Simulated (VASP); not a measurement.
# Zr (P6_3/mmc) in VASP: a series of runs

Runs on Zr. Level: LDA. Tasks: single point.

Program: VASP 6.6.1. These are calculated values, not measurements. Logs are shortened: lines on timing, memory, paths and dates and some standing lists are left out, and cuts for length are marked.

## Step 1: The cell of the first run

Symmetry: P6_3/mmc, No. 194, hexagonal system. The conventional cell has a = 3.253 Å, b = 3.253 Å, c = 5.181 Å, α = 90.00°, β = 90.00°, γ = 120.00°. Zr (site symmetry -6m2) has 12 Zr at 3.20 to 3.25 Å within 4.2 Å.

## Step 2: Single point, LDA (23.75 Å³/atom)

The input, INCAR:

```
PREC = Accurate
ENCUT = 520
EDIFF = 1E-6
ISMEAR = -1
SIGMA = 0.03
LREAL = F
LASPH = T
NELM = 100
ALGO = Normal
ISIF = 2
LWAVE = F
LCHARG = F
NBANDS = 19
```

The input, KPOINTS:

```
regular mesh
0
Gamma
  13 13 7
```

The input, POSCAR:

```
Zr
1.0
    3.2534028080      0.0000000000      0.0000000000
   -1.6267014040      2.8175294804      0.0000000000
    0.0000000000      0.0000000000      5.1810870861
Zr
2
Direct
    0.3333333333      0.6666666667      0.2500000000
    0.6666666667      0.3333333333      0.7500000000
```

Potentials or basis: VASP PAW LDA potentials, release 64 (Zr_sv).

Launch:

```console
cat potpaw_LDA.64/Zr_sv/POTCAR > POTCAR
mpirun -np 1 vasp_std > vasp.out
```

OUTCAR:

```text
PREC = Accurate
   ENCUT = 520
   EDIFF = 1E-6
   ISMEAR = -1
   LREAL = F
   LASPH = T
   NELM = 100
   ISIF = 2

 ion  position               nearest neighbor table
   1  0.333  0.667  0.250-   2 3.20   2 3.20   2 3.20   2 3.20   2 3.20   2 3.20
   2  0.667  0.333  0.750-   1 3.20   1 3.20   1 3.20   1 3.20   1 3.20   1 3.20

  LATTYP: Found a hexagonal cell.
 ALAT       =     3.2534028080
 C/A-ratio  =     1.5925132521

  Lattice vectors:

 A1 = (   3.2534028080,   0.0000000000,   0.0000000000)
 A2 = (  -1.6267014040,   2.8175294804,   0.0000000000)
 A3 = (   0.0000000000,   0.0000000000,   5.1810870861)

Analysis of symmetry for initial positions (statically):
=====================================================================
 Subroutine PRICEL returns:
 Original cell was already a primitive cell.

 Routine SETGRP: Setting up the symmetry group for a
 hexagonal supercell.

 Subroutine GETGRP returns: Found 24 space group operations
 (whereof 12 operations were pure point group operations)
 out of a pool of 24 trial point group operations.

The static configuration has the point symmetry D_3d.
 The point group associated with its full space group is D_6h.

Analysis of symmetry for dynamics (positions and initial velocities):
=====================================================================
 Subroutine PRICEL returns:
 Original cell was already a primitive cell.

 Routine SETGRP: Setting up the symmetry group for a
 hexagonal supercell.

 Subroutine GETGRP returns: Found 24 space group operations
 (whereof 12 operations were pure point group operations)
 out of a pool of 24 trial point group operations.

The dynamic configuration has the point symmetry D_3d.
 The point group associated with its full space group is D_6h.

 Subroutine INISYM returns: Found 24 space group operations
 (whereof 12 operations are pure point group operations),
 and found     1 'primitive' translations

----------------------------------------------------------------------------------------

                                     Primitive cell

  volume of cell :      47.4927

  direct lattice vectors                    reciprocal lattice vectors
     3.253402808  0.000000000  0.000000000     0.307370485  0.177460432  0.000000000
    -1.626701404  2.817529480  0.000000000     0.000000000  0.354920865  0.000000000
[... 74 lines left out ...]
   NGXF,Y,Z  is equivalent  to a cutoff of  24.53, 24.53, 25.67 a.u.
 SYSTEM =  unknown system
   PREC   = accura    normal or accurate (medium, high low for compatibility)
   ISTART =      0    job   : 0-new  1-cont  2-samecut
   ICHARG =      2    charge: 1-file 2-atom 10-const
   ISPIN  =      1    spin polarized calculation?
   LNONCOLLINEAR =      F non collinear calculations
   LSORBIT =      F    spin-orbit coupling
   LASPH  =      T    aspherical Exc in radial PAW
   ENCUT  =  520.0 eV  38.22 Ry    6.18 a.u.   6.05  6.05  9.63*2*pi/ulx,y,z
   NELM   =    100;   NELMIN=  2; NELMDL= -5     # of ELM steps
   EDIFF  = 0.1E-05   stopping-criterion for ELM
   LREAL  =      F    real-space projection
   EDIFFG = 0.1E-04   stopping-criterion for IOM
   NSW    =      0    number of steps for IOM
   IBRION =     -1    ionic relax: 0-MD 1-quasi-New 2-CG
   NFREE  =      0    steps in history (QN), initial steepest desc. (CG)
   ISIF   =      2    stress and relaxation
   ISYM   =      2    0-nonsym 1-usesym 2-fastsym
   POTIM  = 0.5000    time-step for ionic-motion
   TEBEG  =    0.0;   TEEND  =   0.0 temperature during run
   PSTRESS=    0.0 pullay stress
   NELECT =      24.0000    total number of electrons
   NUPDOWN=      -1.0000    fix difference up-down
   EMIN   =  10.00;   EMAX   =-10.00  energy-range for DOS
   EFERMI =   0.00;   METHOD = LEGACY
   ISMEAR =    -1;   SIGMA  =   0.03  broadening in eV -4-tet -1-fermi 0-gaus
   EFERMI_NEDOS =   21; number of points for ismear=-14 and -15
   IALGO  =     38    algorithm
   IMIX   =      4    mixing-type and parameters
     AMIX     =   0.40;   BMIX     =  1.00
     AMIX_MAG =   1.60;   BMIX_MAG =  1.00
  volume/ion in A,a.u.               =      23.75       160.25
  Fermi-wavevector in a.u.,A,eV,Ry     =   1.303976  2.464157 23.134703  1.700353
  Thomas-Fermi vector in A             =   2.434942
   LORBIT       =      0    0 simple, 1 ext, 2 COOP (PROOUT), +10 PAW based schemes
   GGA     = CA    functional components
   LHFCALC =     F    Hartree Fock is set to
   AEXX    =    0.0000 exact exchange contribution
   IVDW    =     0    specifies the selected vdW correction
   LEPSILON=     F    determine dielectric tensor
   LRPA    =     F    only Hartree local field effects (RPA)
 non-spin polarized calculation
  energy-cutoff  :      520.00
  volume of cell :       47.49
 maximum number of plane-waves:      1298
   NGX = 13   NGY = 13   NGZ = 19

 number of electron      24.0000001 magnetization

 Free energy of the ion-electron system (eV)
  ---------------------------------------------------
  ext. energy  EPLUGINS =         0.00000000
  ---------------------------------------------------
  free energy    TOTEN  =       -18.48807721 eV

  energy without entropy =      -18.48060646  energy(sigma->0) =      -18.48434183

 E-fermi :   8.5928     XC(G=0): -11.2054

 val. band max:        8.5874906023   @ k =   0.0000   0.0000   0.4286
 cond. band min:       8.5986263321   @ k =   0.2308   0.1538   0.4286
 fundamental gap:      0.0111357298
 Fermi energy:         8.5927519639

 k-point     1 :       0.0000    0.0000    0.0000
  band No.  band energies     occupation
      1     -40.0255      2.00000
      2     -39.8794      2.00000
      3     -18.6692      2.00000
      4     -17.8367      2.00000
      5     -17.8367      2.00000
      6     -17.7065      2.00000
[... 505 lines left out ...]
      6     -17.8751      2.00000
[... 11 lines left out ...]
     18      10.7874      0.00000
     19      13.1849      0.00000

 [... further k-points ...]
[... 5 lines left out ...]
  --------------------------------------------------------------------------------------
  -------------------------------------------------------------------------------------
  Total       -2.3292005     -2.3292005     -2.1194548     -0.0000000      0.0000000      0.0000000
  in kB      -78.5760619    -78.5760619    -71.5002465     -0.0000000      0.0000000      0.0000000
  external PRESSURE =     -76.2174568 kB  Pullay stress =       0.0000000 kB

 VOLUME and BASIS-vectors are now :
 -----------------------------------------------------------------------------
  energy-cutoff  :      520.00
  volume of cell :       47.49
      direct lattice vectors                 reciprocal lattice vectors
     3.253402808  0.000000000  0.000000000     0.307370485  0.177460432  0.000000000
    -1.626701404  2.817529480  0.000000000     0.000000000  0.354920865  0.000000000
     0.000000000  0.000000000  5.181087086     0.000000000  0.000000000  0.193009688

 POSITION                                       TOTAL-FORCE (eV/Angst)
 -----------------------------------------------------------------------------------
     -0.00000      1.87835      1.29527        -0.000000      0.000000      0.000000
      1.62670      0.93918      3.88582         0.000000     -0.000000      0.000000
 -----------------------------------------------------------------------------------
    total drift:                                0.000000     -0.000000      0.000000

  FREE ENERGIE OF THE ION-ELECTRON SYSTEM (eV)
  ---------------------------------------------------
  free  energy   TOTEN  =       -18.4880772122 eV

  energy  without entropy=      -18.4806064570  energy(sigma->0) =      -18.48434183
```

It took 24 s on 1 thread of Intel Xeon 6975P-C (Granite Rapids), shared host; peak memory 0.18 GiB.

What came out:

```yaml
Free_energy: -18.4881 eV
Pressure: -7.6 GPa
Band_gap_on_the_k_mesh: zero (bands 12 and 13 overlap by 1.06 eV)
```

Stress tensor (GPa, compression positive):
```
-7.86  0.00  0.00
 0.00 -7.86  0.00
 0.00  0.00 -7.15
```

Levels at points of the mesh, in eV from the Fermi level:
```
           k point  band 10  band 11  band 12  band 13  band 14  band 15
(0.00, 0.00, 0.00)    -3.00     0.80     0.80     0.95     1.16     1.48
```

Caveat: the cell stands under tension.

## Step 3: Single point, LDA (24.21 Å³/atom)

This run uses another cell than the first one, of 24.21 Å³/atom.

The input, INCAR:

```
  PREC = Accurate
  ENCUT = 520
  EDIFF = 1E-7
  ISMEAR = -1
  SIGMA = 0.03
  LREAL = False
  LASPH = True
  NELM = 80
  ALGO = Normal
  ISIF = 2
  LWAVE = False
  LCHARG = False
  NBANDS = 19
```

KPOINTS is that of step 2.

The input, POSCAR:

```
Zr
1.0
    3.2745293923      0.0000000000      0.0000000000
   -1.6372646961      2.8358256391      0.0000000000
    0.0000000000      0.0000000000      5.2147314515
Zr
2
Direct
    0.3333333333      0.6666666667      0.2500000000
    0.6666666667      0.3333333333      0.7500000000
```

Potentials or basis: VASP PAW LDA potentials, release 64 (Zr_sv).

Launch:

```console
cat potpaw_LDA.64/Zr_sv/POTCAR > POTCAR
mpirun -np 1 vasp_std > vasp.out
```

It took 22 s on 1 thread of Intel Xeon 6975P-C (Granite Rapids), shared host; peak memory 0.18 GiB.

It converged, with:

- Free energy: -18.4398 eV
- Pressure: -9.1 GPa
- Band gap on the k mesh: zero (bands 12 and 13 overlap by 1.05 eV)

Stress tensor (GPa, compression positive):
```
-9.28  0.00  0.00
 0.00 -9.28  0.00
 0.00  0.00 -8.69
```

Levels at points of the mesh, in eV from the Fermi level:
```tsv
k point	band 10	band 11	band 12	band 13	band 14	band 15
(0.00, 0.00, 0.00)	-2.95	0.80	0.80	0.94	1.10	1.45
```

Caveat: the cell stands under tension.

## Step 4: Single point, LDA (24.68 Å³/atom)

This run uses another cell than the first one, of 24.68 Å³/atom.

The input, INCAR:

```
SYSTEM = Zr
PREC = Accurate
ENCUT = 520
EDIFF = 1E-6
ISMEAR = -1
SIGMA = 0.03
LREAL = .FALSE.
LASPH = .TRUE.
NELM = 100
ALGO = Normal
ISIF = 2
LWAVE = .FALSE.
LCHARG = .FALSE.
NBANDS = 19
```

The input, KPOINTS:

```
Automatic mesh
0
G
  13 13 7
  0 0 0
```

The input, POSCAR:

```
Zr
1.0
    3.2953868297      0.0000000000      0.0000000000
   -1.6476934148      2.8538887098      0.0000000000
    0.0000000000      0.0000000000      5.2479471970
Zr
2
Direct
    0.3333333333      0.6666666667      0.2500000000
    0.6666666667      0.3333333333      0.7500000000
```

Launch:

```console
cat potpaw_LDA.64/Zr_sv/POTCAR > POTCAR
mpirun -np 1 vasp_std > vasp.out
```

Run time: 34 s. Hardware: 1 thread of Intel Xeon 6975P-C (Granite Rapids), shared host; peak memory 0.19 GiB.

The run converged. Its results:

```yaml
Free_energy: -18.3835 eV
Pressure: -10.4 GPa
Band_gap_on_the_k_mesh: zero (bands 12 and 13 overlap by 1.05 eV)
```

Stress tensor (GPa, compression positive):
```
-10.57   0.00   0.00
  0.00 -10.57   0.00
  0.00   0.00 -10.10
```

Levels at points of the mesh, in eV from the Fermi level:
```tsv
k point	band 10	band 11	band 12	band 13	band 14	band 15
(0.00, 0.00, 0.00)	-2.90	0.79	0.79	0.93	1.03	1.43
```

Caveat: the cell stands under tension.

## Step 5: Overview

```csv
cell,gap on the mesh (eV),pressure (GPa)
"a = 3.253, b = 3.253, c = 5.181 Å, angles 90.0, 90.0, 120.0°, 2 atoms",none,-7.6
"a = 3.275, b = 3.275, c = 5.215 Å, angles 90.0, 90.0, 120.0°, 2 atoms",none,-9.1
"a = 3.295, b = 3.295, c = 5.248 Å, angles 90.0, 90.0, 120.0°, 2 atoms",none,-10.4
```

Alike in all rows: task single point; level LDA; potentials or basis VASP PAW LDA potentials, release 64 (Zr_sv); no spin polarisation; k mesh 13 × 13 × 7; cutoff (eV) 520; smearing fermi-dirac 0.03 eV.

Caveats: the cell stands under tension.

Total energies depend on the potentials used, so only differences within one code and one set of settings carry meaning.
